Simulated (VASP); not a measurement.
# ZnS (F-43m) in VASP: notebook, part 2 of 2

VASP 6.6.1. Earlier steps stand in the parts before.

## 3. Single point, LDA

This run uses another cell than the first one, of 18.58 Å³/atom.

INCAR reads:

```
  ALGO = Normal
  EDIFF = 1E-7
  ENCUT = 520
  GGA = CA
  ISIF = 2
  ISMEAR = 0
  LASPH = True
  LCHARG = False
  LREAL = False
  LWAVE = False
  NBANDS = 16
  NELM = 100
  PREC = Accurate
  SIGMA = 0.02
```

KPOINTS reads:

```
k-points
0
Gamma
  12 12 12
```

POSCAR reads:

```
ZnS
1.0
    0.0000000000      2.6483838137      2.6483838137
    2.6483838137      0.0000000000      2.6483838137
    2.6483838137      2.6483838137      0.0000000000
Zn S
1 1
Direct
    0.0000000000      0.0000000000      0.0000000000
    0.7500000000      0.7500000000      0.7500000000
```

Potentials or basis: VASP PAW LDA potentials, release 64 (Zn, S).

The run is started by

```console
$ cat potpaw_LDA.64/Zn/POTCAR potpaw_LDA.64/S/POTCAR > POTCAR
$ mpirun -np 1 vasp_std > vasp.out
```

OUTCAR:

```text
EDIFF = 1E-7
   ENCUT = 520
   GGA = CA
   ISIF = 2
   ISMEAR = 0
   LASPH = True
   LREAL = False
   NELM = 100
   PREC = Accurate

 ion  position               nearest neighbor table
   1  0.000  0.000  0.000-   2 2.29   2 2.29   2 2.29   2 2.29
   2  0.750  0.750  0.750-   1 2.29   1 2.29   1 2.29   1 2.29

  LATTYP: Found a face centered cubic cell.
 ALAT       =     5.2967676274

  Lattice vectors:

 A1 = (   0.0000000000,   2.6483838137,   2.6483838137)
 A2 = (   2.6483838137,   0.0000000000,   2.6483838137)
 A3 = (   2.6483838137,   2.6483838137,   0.0000000000)

Analysis of symmetry for initial positions (statically):
=====================================================================
 Subroutine PRICEL returns:
 Original cell was already a primitive cell.

 Routine SETGRP: Setting up the symmetry group for a
 face centered cubic supercell.

 Subroutine GETGRP returns: Found 24 space group operations
 (whereof 24 operations were pure point group operations)
 out of a pool of 48 trial point group operations.

The static configuration has the point symmetry T_d .

Analysis of symmetry for dynamics (positions and initial velocities):
=====================================================================
 Subroutine PRICEL returns:
 Original cell was already a primitive cell.

 Routine SETGRP: Setting up the symmetry group for a
 face centered cubic supercell.

 Subroutine GETGRP returns: Found 24 space group operations
 (whereof 24 operations were pure point group operations)
 out of a pool of 48 trial point group operations.

The dynamic configuration has the point symmetry T_d .

 Subroutine INISYM returns: Found 24 space group operations
 (whereof 24 operations are pure point group operations),
 and found     1 'primitive' translations

----------------------------------------------------------------------------------------

                                     Primitive cell

  volume of cell :      37.1512

  direct lattice vectors                    reciprocal lattice vectors
     0.000000000  2.648383814  2.648383814    -0.188794388  0.188794388  0.188794388
     2.648383814  0.000000000  2.648383814     0.188794388 -0.188794388  0.188794388
     2.648383814  2.648383814  0.000000000     0.188794388  0.188794388 -0.188794388

  length of vectors
     3.745380308  3.745380308  3.745380308     0.327001471  0.327001471  0.327001471

  position of ions in fractional coordinates (direct lattice)
     0.000000000  0.000000000  0.000000000
     0.750000000  0.750000000  0.750000000

  ion indices of the primitive-cell ions
   primitive index   ion index
                 1           1
                 2           2

----------------------------------------------------------------------------------------

 KPOINTS: k-points

Automatic generation of k-mesh.
 Grid dimensions read from file:
 generate k-points for:   12   12   12

 Generating k-lattice:

  Cartesian coordinates                     Fractional coordinates (reciprocal lattice)
    -0.015732866  0.015732866  0.015732866     0.083333333  0.000000000  0.000000000
     0.015732866 -0.015732866  0.015732866     0.000000000  0.083333333  0.000000000
     0.015732866  0.015732866 -0.015732866     0.000000000  0.000000000  0.083333333

  Length of vectors
     0.027250123  0.027250123  0.027250123

  Shift w.r.t. Gamma in fractional coordinates (k-lattice)
     0.000000000  0.000000000  0.000000000

 Subroutine IBZKPT returns following result:
 ===========================================

 Found     72 irreducible k-points:

 Following reciprocal coordinates:
            Coordinates               Weight
  0.000000  0.000000  0.000000      1.000000
  0.083333  0.000000  0.000000      8.000000
  0.166667  0.000000  0.000000      8.000000
  0.250000  0.000000  0.000000      8.000000
  0.333333  0.000000  0.000000      8.000000
  0.416667  0.000000  0.000000      8.000000
[... 16 lines left out ...]
  0.500000  0.166667  0.000000     24.000000
 -0.416667  0.166667  0.000000     24.000000
 [... further k-points ...]
   k-points           NKPTS =     72   k-points in BZ     NKDIM =     72   number of bands    NBANDS=     16
   number of dos      NEDOS =    301   number of ions     NIONS =      2
   total plane-waves  NPLWV =  21952
   dimension x,y,z NGX =    28 NGY =   28 NGZ =   28
   dimension x,y,z NGXF=    56 NGYF=   56 NGZF=   56
   ions per type =               1   1
   NGX,Y,Z   is equivalent  to a cutoff of  12.43, 12.43, 12.43 a.u.
   NGXF,Y,Z  is equivalent  to a cutoff of  24.86, 24.86, 24.86 a.u.
 SYSTEM =  unknown system
   PREC   = accura    normal or accurate (medium, high low for compatibility)
   ISTART =      0    job   : 0-new  1-cont  2-samecut
   ICHARG =      2    charge: 1-file 2-atom 10-const
   ISPIN  =      1    spin polarized calculation?
   LNONCOLLINEAR =      F non collinear calculations
   LSORBIT =      F    spin-orbit coupling
   LASPH  =      T    aspherical Exc in radial PAW
   ENCUT  =  520.0 eV  38.22 Ry    6.18 a.u.   6.96  6.96  6.96*2*pi/ulx,y,z
   NELM   =    100;   NELMIN=  2; NELMDL= -5     # of ELM steps
   EDIFF  = 0.1E-06   stopping-criterion for ELM
   LREAL  =      F    real-space projection
   EDIFFG = 0.1E-05   stopping-criterion for IOM
   NSW    =      0    number of steps for IOM
   IBRION =     -1    ionic relax: 0-MD 1-quasi-New 2-CG
   NFREE  =      0    steps in history (QN), initial steepest desc. (CG)
   ISIF   =      2    stress and relaxation
   ISYM   =      2    0-nonsym 1-usesym 2-fastsym
   POTIM  = 0.5000    time-step for ionic-motion
   TEBEG  =    0.0;   TEEND  =   0.0 temperature during run
   PSTRESS=    0.0 pullay stress
   NELECT =      18.0000    total number of electrons
   NUPDOWN=      -1.0000    fix difference up-down
   EMIN   =  10.00;   EMAX   =-10.00  energy-range for DOS
   EFERMI =   0.00;   METHOD = LEGACY
   ISMEAR =     0;   SIGMA  =   0.02  broadening in eV -4-tet -1-fermi 0-gaus
   EFERMI_NEDOS =   21; number of points for ismear=-14 and -15
   IALGO  =     38    algorithm
   IMIX   =      4    mixing-type and parameters
     AMIX     =   0.40;   BMIX     =  1.00
     AMIX_MAG =   1.60;   BMIX_MAG =  1.00
  volume/ion in A,a.u.               =      18.58       125.35
  Fermi-wavevector in a.u.,A,eV,Ry     =   1.285804  2.429817 22.494399  1.653292
  Thomas-Fermi vector in A             =   2.417916
   LORBIT       =      0    0 simple, 1 ext, 2 COOP (PROOUT), +10 PAW based schemes
   GGA     = CA    functional components
   LHFCALC =     F    Hartree Fock is set to
   AEXX    =    0.0000 exact exchange contribution
   IVDW    =     0    specifies the selected vdW correction
   LEPSILON=     F    determine dielectric tensor
   LRPA    =     F    only Hartree local field effects (RPA)
 non-spin polarized calculation
 Gauss-broadening in eV      SIGMA  =   0.02
  energy-cutoff  :      520.00
  volume of cell :       37.15
 maximum number of plane-waves:      1018
   NGX = 13   NGY = 13   NGZ = 13

 number of electron      18.0000014 magnetization

 Free energy of the ion-electron system (eV)
  ---------------------------------------------------
  ext. energy  EPLUGINS =         0.00000000
  ---------------------------------------------------
  free energy    TOTEN  =        -8.20791761 eV

  energy without entropy =       -8.20791761  energy(sigma->0) =       -8.20791761

 E-fermi :   2.6253     XC(G=0): -10.3165

 val. band max:        2.5134123357   @ k =   0.0000   0.0000   0.0000
 cond. band min:       4.6738138981   @ k =   0.0000   0.0000   0.0000
 fundamental gap:      2.1604015625
 Fermi energy:         2.6253475819

 k-point     1 :       0.0000    0.0000    0.0000
  band No.  band energies     occupation
      1     -11.0343      2.00000
      2      -4.2432      2.00000
      3      -4.2432      2.00000
      4      -4.2432      2.00000
      5      -3.6900      2.00000
      6      -3.6900      2.00000
[... 8 lines left out ...]
     15      14.3396      0.00000
     16      14.3733      0.00000
[... 419 lines left out ...]
 k-point    24 :      -0.4167    0.1667    0.0000
  band No.  band energies     occupation
      1      -9.8641      2.00000
      2      -4.1183      2.00000
      3      -4.0616      2.00000
      4      -3.7521      2.00000
      5      -3.6684      2.00000
      6      -3.4599      2.00000
[... 8 lines left out ...]
     15      14.8585      0.00000
     16      16.4678      0.00000

 [... further k-points ...]

------------------------ aborting loop because EDIFF is reached ----------------------------------------

  FORCE on cell =-STRESS in cart. coord.  units (eV):
  Direction    XX          YY          ZZ          XY          YZ          ZX
  --------------------------------------------------------------------------------------
  -------------------------------------------------------------------------------------
  Total        0.0603719      0.0603719      0.0603719      0.0000000      0.0000000      0.0000000
  in kB        2.6035891      2.6035891      2.6035891      0.0000000      0.0000000      0.0000000
  external PRESSURE =       2.6035891 kB  Pullay stress =       0.0000000 kB

 VOLUME and BASIS-vectors are now :
 -----------------------------------------------------------------------------
  energy-cutoff  :      520.00
  volume of cell :       37.15
      direct lattice vectors                 reciprocal lattice vectors
     0.000000000  2.648383814  2.648383814    -0.188794388  0.188794388  0.188794388
     2.648383814  0.000000000  2.648383814     0.188794388 -0.188794388  0.188794388
     2.648383814  2.648383814  0.000000000     0.188794388  0.188794388 -0.188794388

 POSITION                                       TOTAL-FORCE (eV/Angst)
 -----------------------------------------------------------------------------------
      0.00000      0.00000      0.00000         0.000000     -0.000000      0.000000
      3.97258      3.97258      3.97258        -0.000000      0.000000     -0.000000
 -----------------------------------------------------------------------------------
    total drift:                               -0.000001     -0.000001     -0.000001

  FREE ENERGIE OF THE ION-ELECTRON SYSTEM (eV)
  ---------------------------------------------------
  free  energy   TOTEN  =        -8.2079176071 eV

  energy  without entropy=       -8.2079176071  energy(sigma->0) =       -8.20791761
```

stdout:

```text
POSCAR found type information on POSCAR ZnS
 POSCAR found :  2 types and       2 ions
 scaLAPACK will be used
 LDA part: xc-table for (Slater(with rela. corr.)+CA(PZ))
 , standard interpolation
 POSCAR, INCAR and KPOINTS ok, starting setup
 FFT: planning ... GRIDC
 FFT: planning ... GRID_SOFT
 FFT: planning ... GRID
 WAVECAR not read
 entering main loop
```

It took 38 s on 1 thread of Intel Xeon Platinum 8488C (Sapphire Rapids), shared host; peak memory 0.16 GiB.

What came out:

```yaml
Free_energy: -8.2079 eV
Pressure: 0.3 GPa
Band_gap_on_the_k_mesh: 2.16 eV
```

A k mesh can miss the band edges.

## 4. Relaxation of cell and atoms, LDA

INCAR reads:

```
PREC = Accurate ; ENCUT = 600
EDIFF = 1E-6 ; ISMEAR = 0
SIGMA = 0.02 ; LREAL = False
LASPH = True ; NELM = 60
ALGO = Normal ; ISIF = 3
LWAVE = False ; LCHARG = False
GGA = CA ; IBRION = 2
NSW = 100 ; EDIFFG = -0.002
```

KPOINTS reads:

```
regular mesh
0
Gamma
  12 12 12
```

POSCAR reads:

```
ZnS
1.0
    0.0000000000      2.6936828800      2.6936828800
    2.6936828800      0.0000000000      2.6936828800
    2.6936828800      2.6936828800      0.0000000000
Zn S
1 1
Direct
    0.0000000000      0.0000000000      0.0000000000
    0.7500000000      0.7500000000      0.7500000000
```

The run is started by

```console
$ cat potpaw_LDA.64/Zn/POTCAR potpaw_LDA.64/S/POTCAR > POTCAR
$ mpirun -np 1 vasp_std > vasp.out
```

Wall time 2.2 min (1 thread of Intel Xeon Platinum 8488C (Sapphire Rapids), shared host); peak memory 0.18 GiB.

It converged, with:

```
Free energy                           : -8.2086 eV
Relaxed volume                        : 18.63 Å³/atom
Relaxed cell                          : a = 3.749 Å, b = 3.749 Å, c = 3.749 Å, α = 60.00°, β = 60.00°, γ = 60.00°
Space group after relaxing (to 0.1 Å) : F-43m (No. 216)
Energy gained by relaxing             : 11.1 meV/atom
Ionic steps                           : 6
Pressure after relaxing               : 0.0 GPa
Band gap on the k mesh                : 2.15 eV
```

The path:
| step | energy change (eV) | largest force (eV/Å) | pressure (GPa) | volume (Å³) |
| --- | --- | --- | --- | --- |
| 1 | 0.0000 | 0.0000 | -3.65 | 39.09 |
| 2 | -0.0192 | 0.0000 | 1.51 | 36.62 |
| 3 | -0.0222 | 0.0000 | -0.09 | 37.24 |
| 4 | -0.0222 | 0.0000 | 0.15 | 37.21 |
| 5 | -0.0222 | 0.0000 | -0.07 | 37.30 |
| 6 | -0.0222 | 0.0000 | -0.01 | 37.25 |

Final structure:
```xyz
2
Lattice="0.0000 2.6508 2.6508 2.6508 0.0000 2.6508 2.6508 2.6508 0.0000" Properties=species:S:1:pos:R:3 pbc="T T T"
Zn    0.0000    0.0000    0.0000
S     3.9762    3.9762    3.9762
```

Levels at points of the mesh, in eV from the valence-band top:
```csv
k point,band 7,band 8,band 9,band 10,band 11,band 12
"(0.00, 0.00, 0.00)",0.00,0.00,0.00,2.15,6.21,6.21
"(0.50, 0.00, 0.00)",-5.76,-0.96,-0.96,3.23,6.76,6.76
"(0.50, 0.50, 0.00)",-4.90,-2.46,-2.46,3.06,3.89,11.14
```

## 5. The runs side by side

```csv
task,cell,k mesh,cutoff (eV),smearing,gap on the mesh (eV),pressure (GPa)
single point,"a = 3.809 Å, angles 60.0°, 2 atoms",6 × 6 × 6,520,gaussian 0.1 eV,1.93,-3.7
single point,"a = 3.745 Å, angles 60.0°, 2 atoms",12 × 12 × 12,520,gaussian 0.02 eV,2.16,0.3
relaxation of cell and atoms,"relaxed from a = 3.809 Å, angles 60.0°, 2 atoms",12 × 12 × 12,600,gaussian 0.02 eV,2.15,0.0
```

Alike in all rows: level LDA; potentials or basis VASP PAW LDA potentials, release 64 (Zn, S); no spin polarisation.

Caveats: the cell stands under tension (at least some runs).

Total energies depend on the potentials used, so only differences within one code and one set of settings carry meaning.
